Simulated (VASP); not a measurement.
HfSiO4:

```
Hf Si O
1.0
    -3.28625    3.28625    2.98160
     3.28625   -3.28625    2.98160
     3.28625    3.28625   -2.98160
Hf Si O
2 2 8
Direct
  0.00000 0.00000 0.00000
  0.75000 0.25000 0.50000
  0.50000 0.50000 0.00000
  0.25000 0.75000 0.50000
  0.68020 0.49570 0.81550
  0.24570 0.93020 0.31550
  0.68020 0.86470 0.18450
  0.61470 0.93020 0.68450
  0.06980 0.38530 0.31550
  0.50430 0.31980 0.18450
  0.06980 0.75430 0.68450
  0.13530 0.31980 0.81550
```

| Item | Value |
| --- | --- |
| Program | VASP 6.6.1 |
| Task | relaxation of cell and atoms |
| Functional | PBE |
| Potentials or basis | VASP PAW PBE potentials, release 64 (Hf_pv, Si, O) |
| Cutoff | 600 eV |
| k mesh | 5 × 5 × 5 |
| Occupations | fermi-dirac, width 0.05 eV |
| Spin | no spin polarisation |

At the start: pressure 5.5 GPa; volume 10.73 Å³/atom.

Q: Where does the relaxation end?

A: Over 8 steps the energy falls by 4.9 meV/atom and the volume is 10.96 Å³/atom (+2.1 %); space group I4_1/amd (No. 141, to 0.1 Å) before and after.

Step by step:
| step | energy change (eV) | largest force (eV/Å) | pressure (GPa) | volume (Å³) |
| --- | --- | --- | --- | --- |
| 1 | 0.0000 | 0.5262 | 5.52 | 128.80 |
| 2 | 0.1522 | 1.1428 | -8.35 | 135.81 |
| 3 | -0.0567 | 0.1160 | 0.37 | 131.12 |
| 4 | -0.0567 | 0.1053 | 0.47 | 131.07 |
| 5 | -0.0581 | 0.0715 | -0.27 | 131.67 |
| 6 | -0.0585 | 0.0414 | -0.06 | 131.48 |
| 7 | -0.0590 | 0.0236 | -0.03 | 131.49 |
| 8 | -0.0592 | 0.0017 | 0.00 | 131.50 |

Final structure:
```
Hf Si O
1.0
    -3.30907    3.30907    3.00219
     3.30907   -3.30907    3.00219
     3.30907    3.30907   -3.00219
Hf Si O
2 2 8
Cartesian
  0.0000 0.0000 0.0000
  0.0000 3.3091 1.5011
  0.0000 0.0000 3.0022
  3.3091 0.0000 1.5011
  2.0864 3.3091 1.0906
  3.3091 -1.2226 2.5917
  1.2226 0.0000 4.0928
  3.3091 1.2226 2.5917
  2.0864 0.0000 0.4104
  0.0000 1.2226 1.9115
  4.5317 0.0000 0.4104
  3.3091 2.0864 -1.0906
```
